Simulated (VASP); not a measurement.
Input of a VASP 6.6.1 run:

Contents of INCAR:

```
ALGO = Normal
EDIFF = 1E-6
ENCUT = 500
GGA = PE
GGA_COMPAT = F
ISIF = 2
ISMEAR = 0
LASPH = T
LCHARG = F
LREAL = F
LWAVE = F
NBANDS = 15
NELM = 120
PREC = Accurate
SIGMA = 0.01
```

File KPOINTS:

```
k-points
0
Gamma
  6 6 6
```

The input POSCAR:

```
CsBr
1.0
    4.3193780776      0.0000000000      0.0000000000
    0.0000000000      4.3193780776      0.0000000000
    0.0000000000      0.0000000000      4.3193780776
Cs Br
1 1
Direct
    0.0000000000      0.0000000000      0.0000000000
    0.5000000000      0.5000000000      0.5000000000
```

Potentials or basis: VASP PAW PBE potentials, release 64 (Cs_sv, Br).

Launch:

```console
$ cat potpaw_PBE.64/Cs_sv/POTCAR potpaw_PBE.64/Br/POTCAR > POTCAR
$ mpirun -np 1 vasp_std > vasp.out
```

Q: Estimate the pressure.

A: 0.7 GPa.

Q: Estimate the band gap on the k mesh.

A: 4.43 eV, indirect (least direct gap 4.43 eV).

Caveat: spin-orbit coupling is left out, which moves the levels of the heavy elements. PBE gaps usually lie below the measured ones, often by a third to a half.
